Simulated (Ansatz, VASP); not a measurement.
## Two plane-wave programs on Mg2Sn

Contents of INCAR:

```
SYSTEM = Mg2Sn
ALGO     = Normal         ! electronic algorithm
EDIFF    = 1E-6           ! SCF threshold, eV
ENCUT    = 600            ! plane-wave cutoff, eV
GGA      = PE             ! functional
GGA_COMPAT= .False.      
ISIF     = 2              ! what is computed and relaxed
ISMEAR   = -1             ! smearing method
LASPH    = .True.         ! aspherical terms in the spheres
LCHARG   = .False.        ! write CHGCAR
LREAL    = .False.        ! projectors in reciprocal space
LWAVE    = .False.        ! write WAVECAR
NBANDS   = 16             ! bands
NELM     = 120            ! most SCF steps
PREC     = Accurate       ! precision mode
SIGMA    = 0.02           ! smearing width, eV
```

Contents of KPOINTS:

```
k-points
0
Gamma
  6 6 6
  0 0 0
```

File POSCAR:

```
Mg2Sn
1.0
    0.0000000000      3.2109385188      3.2109385188
    3.2109385188      0.0000000000      3.2109385188
    3.2109385188      3.2109385188      0.0000000000
Sn Mg
1 2
Direct
    0.0000000000      0.0000000000      0.0000000000
    0.2500000000      0.2500000000      0.2500000000
    0.7500000000      0.7500000000      0.7500000000
```

Input for Ansatz:

```yaml
crystal:
  lattice:
    - [0.0, 3.2109385188, 3.2109385188]
    - [3.2109385188, 0.0, 3.2109385188]
    - [3.2109385188, 3.2109385188, 0.0]
  atoms:
    - { symbol: Sn, position: [0.0, 0.0, 0.0] }
    - { symbol: Mg, position: [0.25, 0.25, 0.25] }
    - { symbol: Mg, position: [0.75, 0.75, 0.75] }
kpoints:
  mp_grid: { grid: [6, 6, 6] }
  band_path:
    path:
      - [0.0, 0.0, 0.0]
      - [0.5, 0.0, 0.5]
      - [0.625, 0.25, 0.625]
      - [0.375, 0.375, 0.75]
      - [0.5, 0.5, 0.5]
      - [0.5, 0.25, 0.75]
      - [0.0, 0.5, 0.5]
    npoints: 1
hamiltonian:
  xc: pbe
scf:
  occupations: { method: fermi_dirac, width: 0.02 }
  n_extra_bands: 4
output:
  forces: true
  stress: true
  eigenvalues: true
```

Change from the starting cell: hydrostatic strain -5.0%.

Alike in both runs: task single point; functional PBE; k mesh 6 × 6 × 6; occupations fermi-dirac, width 0.02 eV; no spin polarisation.

|  | VASP | Ansatz |
| --- | --- | --- |
| version | VASP 6.6.1 | Ansatz 0.2.0 |
| potentials or method | VASP PAW PBE potentials, release 64 (Sn_d, Mg) | plane waves, PAW |
| plane-wave cutoff (eV) | 600 | 420 |
| valence electrons in the cell | 18 | 34 |

```tsv
	VASP	Ansatz	Ansatz less VASP
pressure (GPa)	10.4	10.5	+0.05
```

VASP's potentials hold 18 valence electrons a cell and Ansatz's 34, so a difference there can come from the potentials and not from the codes.
